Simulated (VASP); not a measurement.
# HfN (I-4m2) in VASP: single point with PBEsol

Aim: the single point of HfN with PBEsol.

All numbers are computed with VASP 6.6.1; they aren't measurements. Logs are shortened: lines on timing, memory, paths and dates and some standing lists are left out, and cuts for length are marked.

## (1) The cell of the first run

Symmetry: I-4m2, No. 119, tetragonal system. Conventional cell: a = 3.749 Å, b = 3.749 Å, c = 4.517 Å, α = 90.00°, β = 90.00°, γ = 90.00°. Within 2.9 Å of Hf (site symmetry -4m2) lie 4 N at 2.19 Å. Within 2.9 Å of N (site symmetry -4m2) lie 4 Hf at 2.19 Å.

## (2) Single point, PBEsol (strain +0.080 along x and y, -0.080 along z)

File INCAR:

```
ALGO = Normal
EDIFF = 1E-6
ENCUT = 520
GGA = PS
ISIF = 2
ISMEAR = 0
LASPH = True
LCHARG = False
LREAL = False
LWAVE = False
NBANDS = 14
NELM = 100
PREC = Accurate
SIGMA = 0.15
```

File KPOINTS:

```
k-points
0
Gamma
  16 16 16
```

File POSCAR:

```
HfN
1.0
    0.0000000000      2.6512077600      2.2584362400
    2.6512077600      0.0000000000      2.2584362400
    2.6512077600      2.6512077600      0.0000000000
Hf N
1 1
Direct
    0.0000000000      0.0000000000      0.0000000000
    0.7500000000      0.7500000000      0.7500000000
```

Potentials or basis: VASP PAW PBE potentials, release 64 (Hf_pv, N).

Run with:

```bash
> cat potpaw_PBE.64/Hf_pv/POTCAR potpaw_PBE.64/N/POTCAR > POTCAR
> mpirun -np 1 vasp_std > vasp.out
```

OUTCAR:

```text
EDIFF = 1E-6
   ENCUT = 520
   GGA = PS
   ISIF = 2
   ISMEAR = 0
   LASPH = True
   LREAL = False
   NELM = 100
   PREC = Accurate

 ion  position               nearest neighbor table
   1  0.000  0.000  0.000-   2 2.19   2 2.19   2 2.19   2 2.19
   2  0.750  0.750  0.750-   1 2.19   1 2.19   1 2.19   1 2.19

  LATTYP: Found a body centered tetragonal cell.
 ALAT       =     3.7493739709
 C/A-ratio  =     1.2047004420

  Lattice vectors:

 A1 = (   0.0000000000,  -2.6512077600,  -2.2584362400)
 A2 = (   0.0000000000,   2.6512077600,  -2.2584362400)
 A3 = (   2.6512077600,   0.0000000000,   2.2584362400)

Analysis of symmetry for initial positions (statically):
=====================================================================
 Subroutine PRICEL returns:
 Original cell was already a primitive cell.

 Routine SETGRP: Setting up the symmetry group for a
 body centered tetragonal supercell.

 Subroutine GETGRP returns: Found  8 space group operations
 (whereof  8 operations were pure point group operations)
 out of a pool of 16 trial point group operations.

The static configuration has the point symmetry D_2d.

Analysis of symmetry for dynamics (positions and initial velocities):
=====================================================================
 Subroutine PRICEL returns:
 Original cell was already a primitive cell.

 Routine SETGRP: Setting up the symmetry group for a
 body centered tetragonal supercell.

 Subroutine GETGRP returns: Found  8 space group operations
 (whereof  8 operations were pure point group operations)
 out of a pool of 16 trial point group operations.

The dynamic configuration has the point symmetry D_2d.

 Subroutine INISYM returns: Found  8 space group operations
 (whereof  8 operations are pure point group operations),
 and found     1 'primitive' translations

----------------------------------------------------------------------------------------

                                     Primitive cell

  volume of cell :      31.7487

  direct lattice vectors                    reciprocal lattice vectors
     0.000000000  2.651207760  2.258436240    -0.188593292  0.188593292  0.221392126
     2.651207760  0.000000000  2.258436240     0.188593292 -0.188593292  0.221392126
     2.651207760  2.651207760  0.000000000     0.188593292  0.188593292 -0.221392126

  length of vectors
     3.482734104  3.482734104  3.749373971     0.346625638  0.346625638  0.346625638

  position of ions in fractional coordinates (direct lattice)
     0.000000000  0.000000000  0.000000000
     0.750000000  0.750000000  0.750000000

  ion indices of the primitive-cell ions
   primitive index   ion index
                 1           1
                 2           2

----------------------------------------------------------------------------------------

 KPOINTS: k-points

Automatic generation of k-mesh.
 Grid dimensions read from file:
 generate k-points for:   16   16   16

 Generating k-lattice:

  Cartesian coordinates                     Fractional coordinates (reciprocal lattice)
    -0.011787081  0.011787081  0.013837008     0.062500000  0.000000000  0.000000000
     0.011787081 -0.011787081  0.013837008     0.000000000  0.062500000  0.000000000
     0.011787081  0.011787081 -0.013837008     0.000000000  0.000000000  0.062500000

  Length of vectors
     0.021664102  0.021664102  0.021664102

  Shift w.r.t. Gamma in fractional coordinates (k-lattice)
     0.000000000  0.000000000  0.000000000

 Subroutine IBZKPT returns following result:
 ===========================================

 Found    349 irreducible k-points:

 Following reciprocal coordinates:
            Coordinates               Weight
  0.000000  0.000000  0.000000      1.000000
  0.062500 -0.000000  0.000000      8.000000
  0.125000 -0.000000  0.000000      8.000000
  0.187500 -0.000000  0.000000      8.000000
  0.250000 -0.000000  0.000000      8.000000
  0.312500 -0.000000  0.000000      8.000000
[... 16 lines left out ...]
 -0.125000  0.062500  0.000000      8.000000
 -0.062500  0.062500  0.000000      4.000000
 [... further k-points ...]
   k-points           NKPTS =    349   k-points in BZ     NKDIM =    349   number of bands    NBANDS=     14
   number of dos      NEDOS =    301   number of ions     NIONS =      2
   total plane-waves  NPLWV =  21952
   dimension x,y,z NGX =    28 NGY =   28 NGZ =   28
   dimension x,y,z NGXF=    56 NGYF=   56 NGZF=   56
   ions per type =               1   1
   NGX,Y,Z   is equivalent  to a cutoff of  13.37, 13.37, 12.42 a.u.
   NGXF,Y,Z  is equivalent  to a cutoff of  26.73, 26.73, 24.83 a.u.
 SYSTEM =  unknown system
   PREC   = accura    normal or accurate (medium, high low for compatibility)
   ISTART =      0    job   : 0-new  1-cont  2-samecut
   ICHARG =      2    charge: 1-file 2-atom 10-const
   ISPIN  =      1    spin polarized calculation?
   LNONCOLLINEAR =      F non collinear calculations
   LSORBIT =      F    spin-orbit coupling
   LASPH  =      T    aspherical Exc in radial PAW
   ENCUT  =  520.0 eV  38.22 Ry    6.18 a.u.   6.48  6.48  6.97*2*pi/ulx,y,z
   NELM   =    100;   NELMIN=  2; NELMDL= -5     # of ELM steps
   EDIFF  = 0.1E-05   stopping-criterion for ELM
   LREAL  =      F    real-space projection
   EDIFFG = 0.1E-04   stopping-criterion for IOM
   NSW    =      0    number of steps for IOM
   IBRION =     -1    ionic relax: 0-MD 1-quasi-New 2-CG
   NFREE  =      0    steps in history (QN), initial steepest desc. (CG)
   ISIF   =      2    stress and relaxation
   ISYM   =      2    0-nonsym 1-usesym 2-fastsym
   POTIM  = 0.5000    time-step for ionic-motion
   TEBEG  =    0.0;   TEEND  =   0.0 temperature during run
   PSTRESS=    0.0 pullay stress
   NELECT =      15.0000    total number of electrons
   NUPDOWN=      -1.0000    fix difference up-down
   EMIN   =  10.00;   EMAX   =-10.00  energy-range for DOS
   EFERMI =   0.00;   METHOD = LEGACY
   ISMEAR =     0;   SIGMA  =   0.15  broadening in eV -4-tet -1-fermi 0-gaus
   EFERMI_NEDOS =   21; number of points for ismear=-14 and -15
   IALGO  =     38    algorithm
   IMIX   =      4    mixing-type and parameters
     AMIX     =   0.40;   BMIX     =  1.00
     AMIX_MAG =   1.60;   BMIX_MAG =  1.00
  volume/ion in A,a.u.               =      15.87       107.13
  Fermi-wavevector in a.u.,A,eV,Ry     =   1.275059  2.409511 22.120003  1.625774
  Thomas-Fermi vector in A             =   2.407792
   LORBIT       =      0    0 simple, 1 ext, 2 COOP (PROOUT), +10 PAW based schemes
   GGA     = PS    functional components
   LHFCALC =     F    Hartree Fock is set to
   AEXX    =    0.0000 exact exchange contribution
   IVDW    =     0    specifies the selected vdW correction
   LEPSILON=     F    determine dielectric tensor
   LRPA    =     F    only Hartree local field effects (RPA)
 non-spin polarized calculation
 Gauss-broadening in eV      SIGMA  =   0.15
  energy-cutoff  :      520.00
  volume of cell :       31.75
 maximum number of plane-waves:       873
 NGX is ok and might be reduce to    28
   NGX = 13   NGY = 13   NGZ = 13

 number of electron      14.9999997 magnetization

 Free energy of the ion-electron system (eV)
  ---------------------------------------------------
  ext. energy  EPLUGINS =         0.00000000
  ---------------------------------------------------
  free energy    TOTEN  =       -21.88010210 eV

  energy without entropy =      -21.87148451  energy(sigma->0) =      -21.87579331

 E-fermi :   5.1698     XC(G=0): -11.0791

 val. band max:        5.1525140019   @ k =  -0.1250   0.0625   0.0000
 cond. band min:       5.1935175492   @ k =   0.1875   0.0000   0.1875
 fundamental gap:      0.0410035473
 Fermi energy:         5.1697621184

 k-point     1 :       0.0000    0.0000    0.0000
  band No.  band energies     occupation
      1     -26.2875      2.00000
      2     -26.2287      2.00000
      3     -26.2287      2.00000
      4     -10.6083      2.00000
      5       0.0215      2.00000
      6       0.0215      2.00000
      7       0.3698      2.00000
      8       4.1298      2.00000
      9       6.2021      0.00000
     10       7.8616      0.00000
     11      10.3423      0.00000
     12      10.3423      0.00000
     13      12.3140      0.00000
     14      17.1821      0.00000

 k-point     2 :       0.0625   -0.0000    0.0000
  band No.  band energies     occupation
      1     -26.2944      2.00000
      2     -26.2363      2.00000
      3     -26.2318      2.00000
      4     -10.5674      2.00000
      5      -0.0475      2.00000
      6       0.0382      2.00000
      7       0.3561      2.00000
      8       4.3454      2.00000
      9       6.1775      0.00000
     10       7.7831      0.00000
     11      10.3380      0.00000
     12      10.4350      0.00000
     13      12.2643      0.00000
     14      16.9000      0.00000

 k-point     3 :       0.1250   -0.0000    0.0000
  band No.  band energies     occupation
      1     -26.3212      2.00000
      2     -26.2502      2.00000
      3     -26.2403      2.00000
      4     -10.4522      2.00000
      5      -0.2604      2.00000
      6       0.0819      2.00000
      7       0.4003      2.00000
      8       4.8868      1.99236
      9       6.1377      0.00000
     10       7.6134      0.00000
     11      10.2446      0.00000
     12      10.6600      0.00000
     13      12.1605      0.00000
     14      15.9254      0.00000

 k-point     4 :       0.1875   -0.0000    0.0000
  band No.  band energies     occupation
      1     -26.3719      2.00000
      2     -26.2598      2.00000
      3     -26.2530      2.00000
      4     -10.2834      2.00000
      5      -0.5031      2.00000
      6       0.1367      2.00000
      7       0.5148      2.00000
      8       5.5387      0.00050
      9       6.1550      0.00000
     10       7.4780      0.00000
     11       9.9869      0.00000
     12      10.8896      0.00000
     13      12.0398      0.00000
     14      14.6824      0.00000

 k-point     5 :       0.2500   -0.0000    0.0000
  band No.  band energies     occupation
      1     -26.4358      2.00000
      2     -26.2680      2.00000
      3     -26.2659      2.00000
      4     -10.0909      2.00000
      5      -0.6658      2.00000
      6       0.1842      2.00000
      7       0.6553      2.00000
      8       6.0794      0.00000
      9       6.2914      0.00000
     10       7.4580      0.00000
     11       9.6439      0.00000
[... 276 lines left out ...]
 k-point    22 :      -0.1875    0.0625    0.0000
  band No.  band energies     occupation
      1     -26.3774      2.00000
      2     -26.2838      2.00000
      3     -26.2550      2.00000
      4     -10.1984      2.00000
      5      -0.5448      2.00000
      6       0.1703      2.00000
      7       0.6333      2.00000
      8       5.7527      0.00000
      9       5.9284      0.00000
     10       7.3123      0.00000
     11       9.5866      0.00000
     12      11.0985      0.00000
     13      12.0579      0.00000
     14      14.8906      0.00000

 k-point    23 :      -0.1250    0.0625    0.0000
  band No.  band energies     occupation
      1     -26.3232      2.00000
      2     -26.2752      2.00000
      3     -26.2424      2.00000
      4     -10.3745      2.00000
      5      -0.3720      2.00000
      6       0.1110      2.00000
      7       0.5367      2.00000
      8       5.1525      1.12918
      9       5.9376      0.00000
     10       7.4222      0.00000
     11       9.9713      0.00000
     12      10.8832      0.00000
     13      12.1575      0.00000
     14      15.9734      0.00000

 k-point    24 :      -0.0625    0.0625    0.0000
  band No.  band energies     occupation
      1     -26.2980      2.00000
      2     -26.2543      2.00000
      3     -26.2343      2.00000
      4     -10.5053      2.00000
      5      -0.1882      2.00000
      6       0.0611      2.00000
      7       0.4617      2.00000
      8       4.6059      2.00000
      9       6.0445      0.00000
     10       7.6206      0.00000
     11      10.2276      0.00000
     12      10.6205      0.00000
     13      12.2298      0.00000
     14      16.6549      0.00000

 [... further k-points ...]
[... 5 lines left out ...]
  --------------------------------------------------------------------------------------
  -------------------------------------------------------------------------------------
  Total       -4.8484205     -4.8484205     -1.1608777      0.0000000      0.0000000      0.0000000
  in kB     -244.6726954   -244.6726954    -58.5830134      0.0000000      0.0000000      0.0000000
  external PRESSURE =    -182.6428014 kB  Pullay stress =       0.0000000 kB

 VOLUME and BASIS-vectors are now :
 -----------------------------------------------------------------------------
  energy-cutoff  :      520.00
  volume of cell :       31.75
      direct lattice vectors                 reciprocal lattice vectors
     0.000000000  2.651207760  2.258436240    -0.188593292  0.188593292  0.221392126
     2.651207760  0.000000000  2.258436240     0.188593292 -0.188593292  0.221392126
     2.651207760  2.651207760  0.000000000     0.188593292  0.188593292 -0.221392126

 POSITION                                       TOTAL-FORCE (eV/Angst)
 -----------------------------------------------------------------------------------
      0.00000      0.00000      0.00000        -0.000000     -0.000000      0.000000
      3.97681      3.97681      3.38765         0.000000      0.000000     -0.000000
 -----------------------------------------------------------------------------------
    total drift:                               -0.000000     -0.000000     -0.000000

  FREE ENERGIE OF THE ION-ELECTRON SYSTEM (eV)
  ---------------------------------------------------
  free  energy   TOTEN  =       -21.8801020992 eV

  energy  without entropy=      -21.8714845133  energy(sigma->0) =      -21.87579331
```

Wall time 2.1 min (1 thread of Intel Xeon Platinum 8375C at 2.90GHz (Ice Lake), shared host); peak memory 0.29 GiB.

What came out:

```
Free energy : -21.8801 eV
Pressure    : -18.3 GPa
```

Caveat: the cell differs from its parent crystal (strain +0.080 along x and y, -0.080 along z); the PAW data sets were made with another functional, which shifts forces and pressure a little; spin-orbit coupling is left out, which moves the levels of the heavy elements.
